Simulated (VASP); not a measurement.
The system is ErBe.

```
CELL_PARAMETERS angstrom
5.16785 0.00000 0.00000
0.00000 5.16785 0.00000
0.00000 0.00000 5.16785
ATOMIC_POSITIONS crystal
Er 0.62500 0.62500 0.62500
Er 0.87500 0.37500 0.12500
Er 0.37500 0.12500 0.87500
Er 0.12500 0.87500 0.37500
Be 0.12500 0.12500 0.12500
Be 0.37500 0.87500 0.62500
Be 0.87500 0.62500 0.37500
Be 0.62500 0.37500 0.87500
```

The cell was generated, and may not be a known phase.

```yaml
Program: VASP 6.6.1
Task: relaxation of cell and atoms
Functional: PBE
Potentials_or_basis: VASP PAW PBE potentials, release 64 (Er_3, Be), 4f in core
Cutoff: 600 eV
k_mesh: 3 × 3 × 3
Occupations: gaussian, width 0.2 eV
Spin: no spin polarisation
```

At the start: pressure 64.6 GPa; volume 17.25 Å³/atom.

Problem. Where does the relaxation end?

Solution. Over 5 steps the energy falls by 3393.5 meV/atom and the volume is 50.55 Å³/atom (+193.0 %); space group P4_332 (No. 212, to 0.1 Å) before and after.

The path:
```
step  energy change (eV)  largest force (eV/Å)  pressure (GPa)  volume (Å³)
   1              0.0000                0.0000           64.57       138.02
   2            -26.4626                0.0000            3.62       328.69
   3            -27.0388                0.0000            1.22       368.39
   4            -26.8816                0.0000           -1.34       457.12
   5            -27.1481                0.0000           -0.15       404.37
```

Final structure:
```
Er Be
1.0
     7.39481    0.00000    0.00000
     0.00000    7.39481    0.00000
     0.00000    0.00000    7.39481
Er Be
4 4
Direct
  0.62500 0.62500 0.62500
  0.87500 0.37500 0.12500
  0.37500 0.12500 0.87500
  0.12500 0.87500 0.37500
  0.12500 0.12500 0.12500
  0.37500 0.87500 0.62500
  0.87500 0.62500 0.37500
  0.62500 0.37500 0.87500
```

Caveat: the k points lie up to 0.28 Å⁻¹ apart in the final cell; the volume moved by over 15 % at a fixed basis, so the end points are rough; the highest band is partly filled, so the run has too few bands.
